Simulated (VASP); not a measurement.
# SnO2 (R-3m) in VASP: a series of runs, part 2 of 3

VASP 6.6.1. Earlier steps stand in the parts before.

## (4) Single point, PBE

INCAR

```
SYSTEM = SnO2
PREC = Accurate
ENCUT = 520
EDIFF = 1E-6
ISMEAR = 0
SIGMA = 0.05
LREAL = .False.
LASPH = .True.
NELM = 80
ALGO = Normal
ISIF = 2
LWAVE = .False.
LCHARG = .False.
GGA = PE
NBANDS = 20
```

KPOINTS

```
Automatic mesh
0
Gamma
  12 12 12
  0 0 0
```

POSCAR

```
SnO2
1.0
    1.6310229378      0.9416715322      4.9616252294
   -1.6310229378      0.9416715322      4.9616252294
    0.0000000000     -1.8833430644      4.9616252294
Sn O
1 2
Direct
    0.5000000000      0.5000000000      0.5000000000
    0.2406435246      0.2406435246      0.2406435246
    0.7593564754      0.7593564754      0.7593564754
```

Potentials or basis: VASP PAW PBE potentials, release 64 (Sn_d, O).

Command:

```sh
cat potpaw_PBE.64/Sn_d/POTCAR potpaw_PBE.64/O/POTCAR > POTCAR
mpirun -np 1 vasp_std > vasp.out
```

OUTCAR:

```text
SYSTEM = SnO2
   PREC = Accurate
   ENCUT = 520
   EDIFF = 1E-6
   ISMEAR = 0
   LREAL = .False.
   LASPH = .True.
   NELM = 80
   ISIF = 2
   GGA = PE

 ion  position               nearest neighbor table
   1  0.500  0.500  0.500-   2 2.18   2 2.18   3 2.18   3 2.18   2 2.18   3 2.18
   2  0.241  0.241  0.241-   1 2.18   1 2.18   1 2.18
   3  0.759  0.759  0.759-   1 2.18   1 2.18   1 2.18

  LATTYP: Found a trigonal (rhomboedric) cell.
 ALAT       =     5.3070430576
 COS(alpha) =     0.8110943660

  Lattice vectors:

 A1 = (   1.6310229378,   0.9416715322,   4.9616252294)
 A2 = (  -1.6310229378,   0.9416715322,   4.9616252294)
 A3 = (   0.0000000000,  -1.8833430644,   4.9616252294)

Analysis of symmetry for initial positions (statically):
=====================================================================
 Subroutine PRICEL returns:
 Original cell was already a primitive cell.

 Routine SETGRP: Setting up the symmetry group for a
 trigonal (rhombohedral) supercell.

 Subroutine GETGRP returns: Found 12 space group operations
 (whereof 12 operations were pure point group operations)
 out of a pool of 12 trial point group operations.

The static configuration has the point symmetry D_3d.

Analysis of symmetry for dynamics (positions and initial velocities):
=====================================================================
 Subroutine PRICEL returns:
 Original cell was already a primitive cell.

 Routine SETGRP: Setting up the symmetry group for a
 trigonal (rhombohedral) supercell.

 Subroutine GETGRP returns: Found 12 space group operations
 (whereof 12 operations were pure point group operations)
 out of a pool of 12 trial point group operations.

The dynamic configuration has the point symmetry D_3d.

 Subroutine INISYM returns: Found 12 space group operations
 (whereof 12 operations are pure point group operations),
 and found     1 'primitive' translations

----------------------------------------------------------------------------------------

                                     Primitive cell

  volume of cell :      45.7230

  direct lattice vectors                    reciprocal lattice vectors
     1.631022938  0.941671532  4.961625229     0.306556081  0.176990236  0.067182288
    -1.631022938  0.941671532  4.961625229    -0.306556081  0.176990236  0.067182288
     0.000000000 -1.883343064  4.961625229     0.000000000 -0.353980472  0.067182288

  length of vectors
     5.307043058  5.307043058  5.307043058     0.360299368  0.360299368  0.360299368

  position of ions in fractional coordinates (direct lattice)
     0.500000000  0.500000000  0.500000000
     0.240643525  0.240643525  0.240643525
     0.759356475  0.759356475  0.759356475

  ion indices of the primitive-cell ions
   primitive index   ion index
                 1           1
                 2           2
                 3           3

----------------------------------------------------------------------------------------

 KPOINTS: Automatic mesh

Automatic generation of k-mesh.
 Grid dimensions read from file:
 generate k-points for:   12   12   12

 Generating k-lattice:

  Cartesian coordinates                     Fractional coordinates (reciprocal lattice)
     0.025546340  0.014749186  0.005598524     0.083333333  0.000000000  0.000000000
    -0.025546340  0.014749186  0.005598524     0.000000000  0.083333333  0.000000000
     0.000000000 -0.029498373  0.005598524     0.000000000  0.000000000  0.083333333

  Length of vectors
     0.030024947  0.030024947  0.030024947

  Shift w.r.t. Gamma in fractional coordinates (k-lattice)
     0.000000000  0.000000000  0.000000000

 Subroutine IBZKPT returns following result:
 ===========================================

 Found    189 irreducible k-points:

 Following reciprocal coordinates:
            Coordinates               Weight
  0.000000  0.000000  0.000000      1.000000
  0.083333  0.000000  0.000000      6.000000
  0.166667  0.000000  0.000000      6.000000
  0.250000  0.000000  0.000000      6.000000
  0.333333  0.000000  0.000000      6.000000
  0.416667  0.000000  0.000000      6.000000
[... 16 lines left out ...]
  0.500000  0.166667  0.000000     12.000000
 -0.416667  0.166667  0.000000     12.000000
 [... further k-points ...]
   k-points           NKPTS =    189   k-points in BZ     NKDIM =    189   number of bands    NBANDS=     20
   number of dos      NEDOS =    301   number of ions     NIONS =      3
   total plane-waves  NPLWV =  64000
   dimension x,y,z NGX =    40 NGY =   40 NGZ =   40
   dimension x,y,z NGXF=    80 NGYF=   80 NGZF=   80
   ions per type =               1   2
   NGX,Y,Z   is equivalent  to a cutoff of  12.53, 12.53, 12.53 a.u.
   NGXF,Y,Z  is equivalent  to a cutoff of  25.06, 25.06, 25.06 a.u.
 SYSTEM =  SnO2
   PREC   = accura    normal or accurate (medium, high low for compatibility)
   ISTART =      0    job   : 0-new  1-cont  2-samecut
   ICHARG =      2    charge: 1-file 2-atom 10-const
   ISPIN  =      1    spin polarized calculation?
   LNONCOLLINEAR =      F non collinear calculations
   LSORBIT =      F    spin-orbit coupling
   LASPH  =      T    aspherical Exc in radial PAW
   ENCUT  =  520.0 eV  38.22 Ry    6.18 a.u.   9.87  9.87  9.87*2*pi/ulx,y,z
   NELM   =     80;   NELMIN=  2; NELMDL= -5     # of ELM steps
   EDIFF  = 0.1E-05   stopping-criterion for ELM
   LREAL  =      F    real-space projection
   EDIFFG = 0.1E-04   stopping-criterion for IOM
   NSW    =      0    number of steps for IOM
   IBRION =     -1    ionic relax: 0-MD 1-quasi-New 2-CG
   NFREE  =      0    steps in history (QN), initial steepest desc. (CG)
   ISIF   =      2    stress and relaxation
   ISYM   =      2    0-nonsym 1-usesym 2-fastsym
   POTIM  = 0.5000    time-step for ionic-motion
   TEBEG  =    0.0;   TEEND  =   0.0 temperature during run
   PSTRESS=    0.0 pullay stress
   NELECT =      26.0000    total number of electrons
   NUPDOWN=      -1.0000    fix difference up-down
   EMIN   =  10.00;   EMAX   =-10.00  energy-range for DOS
   EFERMI =   0.00;   METHOD = LEGACY
   ISMEAR =     0;   SIGMA  =   0.05  broadening in eV -4-tet -1-fermi 0-gaus
   EFERMI_NEDOS =   21; number of points for ismear=-14 and -15
   IALGO  =     38    algorithm
   IMIX   =      4    mixing-type and parameters
     AMIX     =   0.40;   BMIX     =  1.00
     AMIX_MAG =   1.60;   BMIX_MAG =  1.00
  volume/ion in A,a.u.               =      15.24       102.85
  Fermi-wavevector in a.u.,A,eV,Ry     =   1.356296  2.563027 25.028433  1.839538
  Thomas-Fermi vector in A             =   2.483311
   LORBIT       =      0    0 simple, 1 ext, 2 COOP (PROOUT), +10 PAW based schemes
   GGA     = PE    functional components
   LHFCALC =     F    Hartree Fock is set to
   AEXX    =    0.0000 exact exchange contribution
   IVDW    =     0    specifies the selected vdW correction
   LEPSILON=     F    determine dielectric tensor
   LRPA    =     F    only Hartree local field effects (RPA)
 non-spin polarized calculation
 Gauss-broadening in eV      SIGMA  =   0.05
  energy-cutoff  :      520.00
  volume of cell :       45.72
 maximum number of plane-waves:      1248
   NGX = 19   NGY = 19   NGZ = 19

 number of electron      26.0000000 magnetization

 Free energy of the ion-electron system (eV)
  ---------------------------------------------------
  ext. energy  EPLUGINS =         0.00000000
  ---------------------------------------------------
  free energy    TOTEN  =       -18.06686565 eV

  energy without entropy =      -18.06686565  energy(sigma->0) =      -18.06686565

 E-fermi :   3.0333     XC(G=0):  -9.7876

 val. band max:        2.7575892845   @ k =  -0.1667   0.1667   0.0000
 cond. band min:       4.4239918882   @ k =   0.0000   0.0000   0.0000
 fundamental gap:      1.6664026037
 Fermi energy:         3.0333192837

 k-point     1 :       0.0000    0.0000    0.0000
  band No.  band energies     occupation
      1     -17.2200      2.00000
      2     -17.1239      2.00000
      3     -17.1239      2.00000
      4     -16.9840      2.00000
      5     -16.9840      2.00000
      6     -14.8173      2.00000
[... 12 lines left out ...]
     19      19.4761      0.00000
[... 513 lines left out ...]
      4     -16.9606      2.00000
      5     -16.9326      2.00000
      6     -13.3859      2.00000
[... 12 lines left out ...]
     19      15.6827      0.00000
     20      16.9025      0.00000

 [... further k-points ...]

------------------------ aborting loop because EDIFF is reached ----------------------------------------

  FORCE on cell =-STRESS in cart. coord.  units (eV):
  Direction    XX          YY          ZZ          XY          YZ          ZX
  --------------------------------------------------------------------------------------
  -------------------------------------------------------------------------------------
  Total       -2.1985920     -2.1985920     -2.7133721      0.0000000      0.0000000      0.0000000
  in kB      -77.0407499    -77.0407499    -95.0791341      0.0000000      0.0000000      0.0000000
  external PRESSURE =     -83.0535446 kB  Pullay stress =       0.0000000 kB

 VOLUME and BASIS-vectors are now :
 -----------------------------------------------------------------------------
  energy-cutoff  :      520.00
  volume of cell :       45.72
      direct lattice vectors                 reciprocal lattice vectors
     1.631022938  0.941671532  4.961625229     0.306556081  0.176990236  0.067182288
    -1.631022938  0.941671532  4.961625229    -0.306556081  0.176990236  0.067182288
     0.000000000 -1.883343064  4.961625229     0.000000000 -0.353980472  0.067182288

 POSITION                                       TOTAL-FORCE (eV/Angst)
 -----------------------------------------------------------------------------------
      0.00000      0.00000      7.44244         0.000000     -0.000000      0.000000
      0.00000      0.00000      3.58195        -0.000000      0.000000     -1.242765
      0.00000      0.00000     11.30293        -0.000000      0.000000      1.242765
 -----------------------------------------------------------------------------------
    total drift:                                0.000000      0.000000     -0.000000

  FREE ENERGIE OF THE ION-ELECTRON SYSTEM (eV)
  ---------------------------------------------------
  free  energy   TOTEN  =       -18.0668656522 eV

  energy  without entropy=      -18.0668656522  energy(sigma->0) =      -18.06686565
```

stdout:

```text
POSCAR found type information on POSCAR SnO
 POSCAR found :  2 types and       3 ions
 scaLAPACK will be used
 LDA part: xc-table for (Slater+PW92), standard interpolation
 POSCAR, INCAR and KPOINTS ok, starting setup
 FFT: planning ... GRIDC
 FFT: planning ... GRID_SOFT
 FFT: planning ... GRID
 WAVECAR not read
 entering main loop
```

Run time: 6.2 min. Hardware: 1 thread of Intel Xeon 6975P-C, shared host; peak memory 0.35 GiB.

Results:

```yaml
Free_energy: -18.0669 eV
Pressure: -8.3 GPa
Largest_force: 1.243 eV/Å
Band_gap_on_the_k_mesh: 1.67 eV, indirect (least direct gap 1.69 eV)
```

Forces in eV/Å, atoms in the order of the input:
```
Sn   0.000  0.000  0.000
O    0.000  0.000 -1.243
O    0.000  0.000  1.243
```

Caveat: spin-orbit coupling is left out, which moves the levels of the heavy elements; forces of over 1 eV/Å act on the atoms, so gaps and moduli don't describe the material at rest.

(Part 2 of 3 ends here.)
